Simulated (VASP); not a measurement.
Write the native input for VASP 6.6.1 that does the following.

| Item | Value |
| --- | --- |
| Task | relaxation of cell and atoms |
| Functional | PBEsol |
| Potentials or basis | VASP PAW PBE potentials, release 64 (Sn_d) |
| Cutoff | 600 eV |
| k mesh | 20 × 20 × 20 |
| Occupations | gaussian, width 0.1 eV |
| Spin | no spin polarisation |
| Dipole correction | no |
| Further INCAR settings | ALGO = Normal; EDIFF = 1e-06; IBRION = 2; EDIFFG = -0.01; NSW = 100; ISIF = 3 |

The structure of Sn lies in POSCAR:

```
Sn
1.0
    0.0000000000      2.3917114000      2.3917114000
    2.3917114000      0.0000000000      2.3917114000
    2.3917114000      2.3917114000      0.0000000000
Sn
1
Direct
    0.0000000000      0.0000000000      0.0000000000
```

The input as run:

INCAR

```
SYSTEM = Sn
ALGO = Normal
EDIFF = 1E-6
EDIFFG = -0.01
ENCUT = 600
GGA = PS
IBRION = 2
ISIF = 3
ISMEAR = 0
LASPH = .True.
LCHARG = .False.
LREAL = .False.
LWAVE = .False.
NELM = 60
NSW = 100
PREC = Accurate
SIGMA = 0.1
```

KPOINTS

```
k-points
0
Gamma
  20 20 20
  0 0 0
```

Potentials or basis: VASP PAW PBE potentials, release 64 (Sn_d).

Command:

```console
$ cat potpaw_PBE.64/Sn_d/POTCAR > POTCAR
$ mpirun -np 1 vasp_std > vasp.out
```

It gave:

| Item | Value |
| --- | --- |
| Relaxed volume | 26.50 Å³/atom |
| Relaxed cell | a = 3.347 Å, b = 3.347 Å, c = 3.347 Å, α = 60.00°, β = 60.00°, γ = 60.00° |
| Space group after relaxing (to 0.05 Å) | Fm-3m (No. 225) |
| Energy gained by relaxing | 4.4 meV/atom |
| Ionic steps | 3 |
| Pressure after relaxing | 0.0 GPa |
| Band gap on the k mesh | zero (band 7 reaches 16.18 eV, above the bottom of band 8 at 6.26 eV) |

Caveat: the PAW data sets were made with another functional, which shifts forces and pressure a little; spin-orbit coupling is left out, which moves the levels of the heavy elements.

Run time: 2.3 min on 1 thread of Intel(R) Xeon(R) 6975P-C (Granite Rapids), with other jobs on the host, peak memory 0.24 GiB.
